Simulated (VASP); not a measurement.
## K: single point with r2SCAN

The system is K.

```
K
1.0
     4.36466   -0.46707   -0.46707
    -0.46707    4.36466   -0.46707
    -0.46707   -0.46707    4.36466
K
1
Direct
  0.00000 0.00000 0.00000
```

This cell differs from its parent crystal: ratio of the length along [111] to the lengths across it x 0.71, volume and fractional coordinates fixed.

```yaml
Program: VASP 6.6.1
Task: single point
Functional: r2SCAN
Potentials_or_basis: VASP PAW PBE potentials, release 64 (K_sv)
Cutoff: 520 eV
k_mesh: 12 × 12 × 12
Occupations: gaussian, width 0.15 eV
Spin: no spin polarisation
```

```yaml
Pressure: -0.1 GPa
```

Stress tensor (GPa, compression positive):
```
-0.09 -0.23 -0.23
-0.23 -0.09 -0.23
-0.23 -0.23 -0.09
```

Levels at points of the mesh, in eV from the Fermi level:
| k point | band 1 | band 2 | band 3 | band 4 | band 5 | band 6 | band 7 | band 8 | band 9 |
| --- | --- | --- | --- | --- | --- | --- | --- | --- | --- |
| (0.00, 0.00, 0.00) | -33.84 | -16.51 | -16.51 | -16.51 | -2.19 | 3.64 | 3.64 | 5.74 | 6.22 |
| (0.50, 0.00, 0.00) | -33.84 | -16.58 | -16.51 | -16.50 | 0.17 | 0.20 | 3.63 | 5.29 | 5.92 |
| (0.50, 0.50, 0.00) | -33.84 | -16.59 | -16.55 | -16.50 | 1.00 | 1.32 | 2.78 | 3.78 | 5.40 |
| (0.50, 0.50, 0.50) | -33.83 | -16.58 | -16.58 | -16.53 | 1.95 | 1.95 | 3.83 | 3.83 | 3.85 |

It took 15 min on 1 thread of Oxide Virtual Turin-like Processor (shared host), peak memory 0.27 GiB.

Caveat: the PAW data sets were made with another functional, which shifts forces and pressure a little.
